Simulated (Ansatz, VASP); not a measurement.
# One calculation of Ta2N, two programs

INCAR

```
SYSTEM = Ta2N
PREC     = Accurate       ! precision mode
ENCUT    = 520            ! plane-wave cutoff, eV
EDIFF    = 1E-7           ! SCF threshold, eV
ISMEAR   = 0              ! smearing method
SIGMA    = 0.15           ! smearing width, eV
LREAL    = .False.        ! projectors in reciprocal space
LASPH    = .True.         ! aspherical terms in the spheres
NELM     = 80             ! most SCF steps
ALGO     = Normal         ! electronic algorithm
ISIF     = 2              ! what is computed and relaxed
LWAVE    = .False.        ! write WAVECAR
LCHARG   = .False.        ! write CHGCAR
NBANDS   = 50             ! bands
```

Contents of KPOINTS:

```
Automatic mesh
0
Gamma
  9 9 8
  0 0 0
```

POSCAR

```
Ta2N
1.0
    5.3378662704      0.0000000000      0.0000000000
   -2.6689331352      4.6227277921      0.0000000000
    0.0000000000      0.0000000000      4.6861127988
Ta N
6 3
Direct
    0.6788818548      0.6788818548      0.7526041962
    0.0000000000      0.3211181452      0.7526041962
    0.3211181452      0.0000000000      0.7526041962
    0.3211181452      0.3211181452      0.2473958038
    0.0000000000      0.6788818548      0.2473958038
    0.6788818548      0.0000000000      0.2473958038
    0.6666666667      0.3333333333      0.5000000000
    0.3333333333      0.6666666667      0.5000000000
    0.0000000000      0.0000000000      0.0000000000
```

Input for Ansatz:

```yaml
crystal:
  lattice:
    - [5.3378662704, 0.0, 0.0]
    - [-2.6689331352, 4.6227277921, 0.0]
    - [0.0, 0.0, 4.6861127988]
  atoms:
    - { symbol: Ta, position: [0.6788818548, 0.6788818548, 0.7526041962] }
    - { symbol: Ta, position: [0.0, 0.3211181452, 0.7526041962] }
    - { symbol: Ta, position: [0.3211181452, 0.0, 0.7526041962] }
    - { symbol: Ta, position: [0.3211181452, 0.3211181452, 0.2473958038] }
    - { symbol: Ta, position: [0.0, 0.6788818548, 0.2473958038] }
    - { symbol: Ta, position: [0.6788818548, 0.0, 0.2473958038] }
    - { symbol: "N", position: [0.6666666667, 0.3333333333, 0.5] }
    - { symbol: "N", position: [0.3333333333, 0.6666666667, 0.5] }
    - { symbol: "N", position: [0.0, 0.0, 0.0] }
basis:
  ecutwfc: 520.0
kpoints:
  mp_grid: { grid: [9, 9, 8] }
hamiltonian:
  xc: lda
  pseudopotentials: { kind: paw, azcp: { folder: soft_1 } }
scf:
  occupations: { method: gaussian, width: 0.15 }
output:
  forces: true
  stress: true
  eigenvalues: true
```

Alike in both runs: task single point; functional LDA; k mesh 9 × 9 × 8; occupations gaussian, width 0.15 eV; no spin polarisation.

```csv
,VASP,Ansatz
version,VASP 6.6.1,Ansatz 0.2.0
potentials or method,"VASP PAW LDA potentials, release 64 (Ta_pv, N), cutoff 520 eV","scalar-relativistic, plane waves, PAW"
valence electrons in the cell,81,93
```

Ansatz gave:

* gap on the k mesh at the Fermi level (eV): none
* pressure (GPa): 2.4
* traceless stress, the component that is largest in VASP (GPa): 12.06
* rms of the force components (eV/Å): 0.877

Q: What did VASP give for the same quantities?

A: gap on the k mesh at the Fermi level (eV): none; pressure (GPa): 4.0; traceless stress, the component that is largest in VASP (GPa): 12.06; rms of the force components (eV/Å): 0.887.

Ansatz warns that its potentials were made for another functional, while VASP's fit it. LDA's correlation is that of Perdew and Zunger in VASP and of Perdew and Wang (1992) in Ansatz. Atom by atom the forces differ by 0.011 eV/Å (rms over components). A gap of «none» marks a metal or a gap that the smearing closes. VASP's potentials hold 81 valence electrons a cell and Ansatz's 93, so a difference there can come from the potentials and not from the codes.

Neither program's run includes spin-orbit coupling.
